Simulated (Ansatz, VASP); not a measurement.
# One calculation of ZnO, two programs

The input INCAR:

```
PREC = Accurate ; ENCUT = 520
EDIFF = 1E-6 ; ISMEAR = 0
SIGMA = 0.01 ; LREAL = False
LASPH = True ; NELM = 80
ALGO = Normal ; ISIF = 2
LWAVE = False ; LCHARG = True
GGA = CA ; LELF = True
LVHAR = True ; NBANDS = 26
```

The input KPOINTS:

```
Automatic mesh
0
Gamma
  9 9 6
```

Contents of POSCAR:

```
ZnO
1.0
    3.1873357838      0.0000000000      0.0000000000
   -1.5936678919      2.7603137592      0.0000000000
    0.0000000000      0.0000000000      5.1528329312
Zn O
2 2
Direct
    0.3333333333      0.6666666667     -0.0073299252
    0.6666666667      0.3333333333      0.4926700748
    0.3333333333      0.6666666667      0.3893299252
    0.6666666667      0.3333333333      0.8893299252
```

Input for Ansatz:

```yaml
crystal:
  lattice:
    - [3.1873357838, 0.0, 0.0]
    - [-1.5936678919, 2.7603137592, 0.0]
    - [0.0, 0.0, 5.1528329312]
  atoms:
    - { symbol: Zn, position: [0.3333333333, 0.6666666667, -0.0073299252] }
    - { symbol: Zn, position: [0.6666666667, 0.3333333333, 0.4926700748] }
    - { symbol: O, position: [0.3333333333, 0.6666666667, 0.3893299252] }
    - { symbol: O, position: [0.6666666667, 0.3333333333, 0.8893299252] }
basis:
  ecutwfc: 420
  xc_grid: 2
kpoints:
  mp_grid: { grid: [9, 9, 6] }
hamiltonian:
  xc: lda
  pseudopotentials: { kind: paw, azcp: { folder: soft_1 } }
scf:
  occupations: { method: fixed }
output:
  forces: true
  stress: true
  eigenvalues: true
  polarization: {}
```

Change from the starting cell: polar distortion scaled by 0.85.

Alike in both runs: task single point; functional LDA; k mesh 9 × 9 × 6; no spin polarisation.

|  | VASP | Ansatz |
| --- | --- | --- |
| version | VASP 6.6.1 | Ansatz 0.2.0 |
| potentials or method | VASP PAW LDA potentials, release 64 (Zn, O), cutoff 520 eV | scalar-relativistic, plane waves, PAW |
| occupations | gaussian, width 0.01 eV | fixed |
| valence electrons in the cell | 36 | 36 |

```tsv
	VASP	Ansatz	Ansatz less VASP
gap on the k mesh at the Fermi level (eV)	0.81	0.80	-0.015
least direct gap on the mesh (eV)	0.81	0.80	-0.015
pressure (GPa)	1.8	0.7	-1.13
traceless stress, the component that is largest in VASP (GPa)	-5.73	-5.27	+0.451
rms of the force components (eV/Å)	0.300	0.283	-0.0174
```

Ansatz warns that its potentials were made for another functional, while VASP's fit it. LDA's correlation is that of Perdew and Zunger in VASP and of Perdew and Wang (1992) in Ansatz. Atom by atom the forces differ by 0.017 eV/Å (rms over components).
